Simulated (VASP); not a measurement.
Input of a VASP 6.6.1 run:

File INCAR:

```
SYSTEM = Pt
PREC     = Accurate       ! precision mode
ENCUT    = 520            ! plane-wave cutoff, eV
EDIFF    = 1E-6           ! SCF threshold, eV
ISMEAR   = -1             ! smearing method
SIGMA    = 0.1            ! smearing width, eV
LREAL    = .FALSE.        ! projectors in reciprocal space
LASPH    = .TRUE.         ! aspherical terms in the spheres
NELM     = 100            ! most SCF steps
ALGO     = Normal         ! electronic algorithm
ISIF     = 2              ! what is computed and relaxed
LWAVE    = .FALSE.        ! write WAVECAR
LCHARG   = .FALSE.        ! write CHGCAR
GGA      = PS             ! functional
NBANDS   = 11             ! bands
```

The input KPOINTS:

```
regular mesh
0
G
  15 15 15
  0 0 0
```

POSCAR

```
Pt
1.0
   -1.5842200000      1.5842200000      1.5842200000
    1.5842200000     -1.5842200000      1.5842200000
    1.5842200000      1.5842200000     -1.5842200000
Pt
1
Direct
    0.0000000000      0.0000000000      0.0000000000
```

Potentials or basis: VASP PAW PBE potentials, release 64 (Pt).

Command:

```sh
$ cat potpaw_PBE.64/Pt/POTCAR > POTCAR
$ mpirun -np 1 vasp_std > vasp.out
```

(1) What does it give for the pressure?

(2) What does it give for the band gap on the k mesh?

Answers

(1) -11.3 GPa.

(2) zero (band 5 reaches 10.84 eV, above the bottom of band 6 at 8.79 eV).

Caveat: the PAW data sets were made with another functional, which shifts forces and pressure a little; spin-orbit coupling is left out, which moves the levels of the heavy elements.
